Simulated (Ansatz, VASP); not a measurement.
# Two plane-wave programs on RbBr

INCAR

```
PREC = Accurate ; ENCUT = 520
EDIFF = 1E-6 ; ISMEAR = 0
SIGMA = 0.05 ; LREAL = F
LASPH = T ; NELM = 60
ALGO = Normal ; ISIF = 2
LWAVE = F ; LCHARG = F
GGA = CA ; NBANDS = 15
```

File KPOINTS:

```
Automatic mesh
0
Gamma
  6 6 6
```

Contents of POSCAR:

```
RbBr
1.0
    0.0000000000      3.4275000000      3.4275000000
    3.4275000000      0.0000000000      3.4275000000
    3.4275000000      3.4275000000      0.0000000000
Rb Br
1 1
Direct
   -0.0437636761     -0.0437636761     -0.0181275082
    0.5000000000      0.5000000000      0.5000000000
```

Input for Ansatz:

```yaml
crystal:
  lattice:
    - [0.0, 3.4275, 3.4275]
    - [3.4275, 0.0, 3.4275]
    - [3.4275, 3.4275, 0.0]
  atoms:
    - { symbol: Rb, position: [-0.0437636761, -0.0437636761, -0.0181275082] }
    - { symbol: Br, position: [0.5, 0.5, 0.5] }
basis:
  ecutwfc: 420
kpoints:
  mp_grid: { grid: [6, 6, 6] }
hamiltonian:
  xc: lda
scf:
  occupations: { method: gaussian, width: 0.05 }
output:
  forces: true
  stress: true
  eigenvalues: true
```

Alike in both runs: task single point; functional LDA; k mesh 6 × 6 × 6; occupations gaussian, width 0.05 eV; no spin polarisation.

|  | VASP | Ansatz |
| --- | --- | --- |
| version | VASP 6.6.1 | Ansatz 0.2.0 |
| potentials or method | VASP PAW LDA potentials, release 64 (Rb_sv, Br), cutoff 520 eV | scalar-relativistic, plane waves, PAW |
| valence electrons in the cell | 16 | 16 |

|  | VASP | Ansatz | Ansatz less VASP |
| --- | --- | --- | --- |
| gap on the k mesh at the Fermi level (eV) | 4.01 | 4.00 | -0.010 |
| least direct gap on the mesh (eV) | 4.01 | 4.00 | -0.010 |
| pressure (GPa) | -0.3 | -0.4 | -0.06 |
| traceless stress, the component that is largest in VASP (GPa) | 0.55 | 0.54 | -0.010 |
| rms of the force components (eV/Å) | 0.259 | 0.254 | -0.0052 |

LDA's correlation is that of Perdew and Zunger in VASP and of Perdew and Wang (1992) in Ansatz. Atom by atom the forces differ by 0.005 eV/Å (rms over components).
